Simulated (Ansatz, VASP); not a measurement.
One calculation of ReW4, two programs

INCAR

```
PREC = Accurate
ENCUT = 520
EDIFF = 1E-6
ISMEAR = -1
SIGMA = 0.08
LREAL = False
LASPH = True
NELM = 60
ALGO = Normal
ISIF = 2
LWAVE = False
LCHARG = False
LDIPOL = True
IDIPOL = 3
DIPOL = 0.5 0.5 0.500
GGA = PS
NBANDS = 40
```

The input KPOINTS:

```
Automatic mesh
0
Gamma
  12 12 1
```

Contents of POSCAR:

```
ReW4
1.0
    3.1537715175      0.0000000000      0.0000000000
    0.0000000000      3.1537715175      0.0000000000
    0.0000000000      0.0000000000     22.3075000000
W Re
4 1
Direct
    0.0000000000      0.0000000000      0.3650532789
    0.5000000000      0.5000000000      0.4282835857
    0.5000000000      0.5000000000      0.5717164151
    0.0000000000      0.0000000000      0.6349467211
    0.0000000000      0.0000000000      0.4999999992
```

Input for Ansatz:

```yaml
crystal:
  lattice:
    - [3.1537715175, 0.0, 0.0]
    - [0.0, 3.1537715175, 0.0]
    - [0.0, 0.0, 22.3075]
  atoms:
    - { symbol: W, position: [0.0, 0.0, 0.3650532789] }
    - { symbol: W, position: [0.5, 0.5, 0.4282835857] }
    - { symbol: Re, position: [0.0, 0.0, 0.4999999992] }
    - { symbol: W, position: [0.5, 0.5, 0.5717164151] }
    - { symbol: W, position: [0.0, 0.0, 0.6349467211] }
kpoints:
  mp_grid: { grid: [12, 12, 1] }
scf:
  occupations: { method: fermi_dirac, width: 0.08 }
hamiltonian:
  xc: pbesol
  pseudopotentials: { kind: all_electron, lapw: { basis_error: 0.001 } }
output:
  forces: true
  stress: true
  eigenvalues: true
efield:
  axis: 3
  amplitude: 0
  dipole_correction: true
```

Alike in both runs: task single point; functional PBEsol; k mesh 12 × 12 × 1; occupations fermi-dirac, width 0.08 eV; no spin polarisation.

```csv
,VASP,Ansatz
version,VASP 6.6.1,Ansatz 0.2.0
potentials or method,"VASP PAW PBE potentials, release 64 (W_sv, Re), cutoff 520 eV","all-electron LAPW, scalar-relativistic"
```

Ansatz gave:

| Quantity | Value |
| --- | --- |
| rms of the force components (eV/Å) | 0.090 |

Q: What did VASP give for the same quantities?

A: rms of the force components (eV/Å): 0.075.

VASP's potentials were made for PBE, not for PBEsol. Ansatz ran all-electron here, and VASP with PAW potentials.

Spin-orbit coupling is off throughout.
